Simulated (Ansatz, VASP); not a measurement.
## Two plane-wave programs on Si3C2

```
Si C
1.0
     1.48348   -2.57019   -0.05486
    -4.33344   -2.50263   -0.00537
     0.03570    1.59276   -6.44671
Si C
6 4
Direct
  0.58089 0.86081 0.16419
  0.09305 0.35298 0.14593
  0.24049 0.75067 0.50294
  0.74319 0.24597 0.49840
  0.89632 0.64089 0.84436
  0.42129 0.14841 0.85154
  0.65521 0.55756 0.30194
  0.17272 0.05291 0.31329
  0.84483 0.94245 0.69345
  0.35203 0.44736 0.68395
```

Change from the starting cell: cell x2, atoms moved at random (sigma 0.05 Å) and cell strained at random (1.5 %), then relaxed without symmetry.

Alike in both runs: task relaxation of cell and atoms; functional PBE; k mesh 8 × 4 × 8; occupations gaussian, width 0.2 eV; no spin polarisation.

```csv
,VASP,Ansatz
version,VASP 6.6.1,Ansatz 0.2.0
potentials or method,"VASP PAW PBE potentials, release 64 (Si, C), cutoff 600 eV","scalar-relativistic, plane waves, PAW"
valence electrons in the cell,40,40
```

|  | VASP | Ansatz | Ansatz less VASP |
| --- | --- | --- | --- |
| gap on the k mesh at the Fermi level, each at its own relaxed structure (eV) | none | none | - |
| relaxed volume (Å³/atom) | 9.97 | 9.96 | -0.011 |
| relaxed length of the cell vector where the two differ most in proportion (Å) | 6.840 | 6.834 | -0.0054 |

A gap of «none» marks a metal or a gap that the smearing closes.
